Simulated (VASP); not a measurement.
Here is a VASP 6.6.1 calculation.

File INCAR:

```
ALGO = Normal ; EDIFF = 1E-7
ENCUT = 520 ; GGA = PE
ISIF = 2 ; ISMEAR = -1
IVDW = 12 ; LASPH = True
LCHARG = True ; LELF = True
LREAL = Auto ; LVHAR = True
LWAVE = False ; NBANDS = 72
NELM = 60 ; PREC = Accurate
SIGMA = 0.05
```

The input KPOINTS:

```
k-points
0
Gamma
  1 1 1
```

POSCAR

```
H22CO12
1.0
    7.1334920000      0.0000000000      0.0000000000
    0.0000000000      7.1334920000      0.0000000000
    0.0000000000      0.0000000000      7.1334920000
O H C
12 22 1
Direct
    0.4986197503      0.4582888717      0.3374644564
    0.2548821811      0.7283809949     -0.1224365290
    0.2459384548      0.1434220435      0.9595300591
    0.5028533010      0.4592561399      0.8667003482
    0.5945335048     -0.1533470564      1.1126528214
    0.4162757875      0.0779702283      0.4589757723
    0.1980236327      0.7288856566      0.5405347059
    0.0383402687      0.1015211064      0.2884982558
    0.8005476140      0.8976669491      0.5294742042
    1.0079495428      0.5355862178      1.2335333102
    0.8581771733      0.5371282396      0.7903983070
    1.0952980672      0.3204040882      0.6708916194
    0.4809145367      0.5482728515      0.4320324464
    0.4493311270      0.3558145155      0.4038695214
    0.3156238207      0.8226826357     -0.1950657546
    0.1479780169      1.0694902300     -0.0957315155
    0.2384806768      0.1091050498      1.0867468555
    0.1851687785      0.3481324434      0.7534598763
    0.3410671800      0.6434997053      0.9196337502
    0.6294673072      0.5137736189      0.8284441897
    0.7179092652     -0.1189880076      1.1263347600
    0.6037996538     -0.2953111884      1.0973447506
    0.3257450909      0.0117474023      0.4961384971
    0.4513497737      0.0664891753      0.3281842890
    0.1263476569      0.6554994384      0.4644849956
    0.1930751447      0.6933490638      0.6866062232
    0.0505362591      0.2092663733      0.3548472473
   -0.0525969609      0.1022500621      0.2012198233
    0.9043817530      0.9718942700      0.5810478234
    0.6826950952      0.8820785108      0.6043043155
    1.1204750773      0.4624523305      1.1970995412
    0.9923470861      0.6015006395      1.1080267560
    0.4652419881      0.3540762364      0.7842162015
    0.8607845919      0.3297543475      0.6015286763
    0.9018023711      0.4153505744      0.6907977187
```

Potentials or basis: VASP PAW PBE potentials, release 64 (O, H, C).

Command:

```sh
$ cat potpaw_PBE.64/O/POTCAR potpaw_PBE.64/H/POTCAR potpaw_PBE.64/C/POTCAR > POTCAR
$ mpirun -np 1 vasp_gam > vasp.out
```

Problem. What does it give for the dispersion energy per atom?

Solution. -0.036 eV.

Problem. Estimate the band gap on the k mesh.

Solution. 3.30 eV.

Problem. What does it give for the largest force?

Solution. 11.254 eV/Å.

Problem. Estimate the pressure.

Solution. 6.2 GPa.

Stress tensor (GPa, compression positive):
```
6.95 3.42 3.63
3.42 5.87 2.71
3.63 2.71 5.77
```

Caveat: the k points lie up to 0.88 Å⁻¹ apart.
